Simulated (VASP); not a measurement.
Wanted: the native input for a VASP 6.6.1 run.

| Property | Result |
| --- | --- |
| Task | single point |
| Functional | r2SCAN |
| Potentials or basis | VASP PAW PBE potentials, release 64 (Pt) |
| Cutoff | 520 eV |
| k mesh | 18 × 18 × 14 |
| Occupations | gaussian, width 0.1 eV |
| Spin | no spin polarisation |
| Dipole correction | no |
| Further INCAR settings | ALGO = Normal; EDIFF = 1e-06; NBANDS = 17 |

Crystal: Pt.

```xyz
2
Lattice="1.9898 1.9898 0.0000 -1.9898 1.9898 0.0000 0.0000 0.0000 3.9166" Properties=species:S:1:pos:R:3 pbc="T T T"
Pt    0.0000    0.0000    0.0000
Pt    0.0000    1.9898    1.9583
```

This cell differs from its parent crystal: biaxial strain in the a-b plane: +1.0 %.

One way to write it, as run:

POSCAR

```
Pt
1.0
    1.9898114850      1.9898114850      0.0000000000
   -1.9898114850      1.9898114850      0.0000000000
    0.0000000000      0.0000000000      3.9165794377
Pt
2
Direct
    0.0000000000      0.0000000000      0.0000000000
    0.5000000000      0.5000000000      0.5000000000
```

INCAR.step1

```
SYSTEM = Pt
PREC = Accurate
ENCUT = 520
ISMEAR = 0
SIGMA = 0.1
LREAL = .FALSE.
LASPH = .TRUE.
NELM = 100
NBANDS = 17
GGA = PE
ALGO = Normal
EDIFF = 1E-4
LWAVE = .TRUE.
LCHARG = .FALSE.
```

INCAR.step2

```
SYSTEM = Pt
PREC = Accurate
ENCUT = 520
EDIFF = 1E-6
ISMEAR = 0
SIGMA = 0.1
LREAL = .FALSE.
LASPH = .TRUE.
NELM = 100
ALGO = Normal
ISIF = 2
LWAVE = .FALSE.
LCHARG = .FALSE.
METAGGA = R2SCAN
LMIXTAU = .TRUE.
NBANDS = 17
ISTART = 1
```

KPOINTS

```
regular mesh
0
G
  18 18 14
  0 0 0
```

Potentials or basis: VASP PAW PBE potentials, release 64 (Pt).

The run is started by

```sh
$ cat potpaw_PBE.64/Pt/POTCAR > POTCAR
$ cp INCAR.step1 INCAR
$ mpirun -np 1 vasp_std > vasp.out
$ cp INCAR.step2 INCAR
$ mpirun -np 1 vasp_std > vasp.out
```

Results of the run:

```json
{
 "Pressure": "-3.0 GPa",
 "Band gap on the k mesh": "zero (band 10 reaches 11.05 eV, above the bottom of band 11 at 9.29 eV)"
}
```

Caveat: the cell differs from its parent crystal (biaxial strain in the a-b plane: +1.0 %); the PAW data sets were made with another functional, which shifts forces and pressure a little; spin-orbit coupling is left out, which moves the levels of the heavy elements.

It took 3.3 min on 1 thread of Intel(R) Xeon(R) 6975P-C (Granite Rapids) (shared host), peak memory 0.3 GiB.
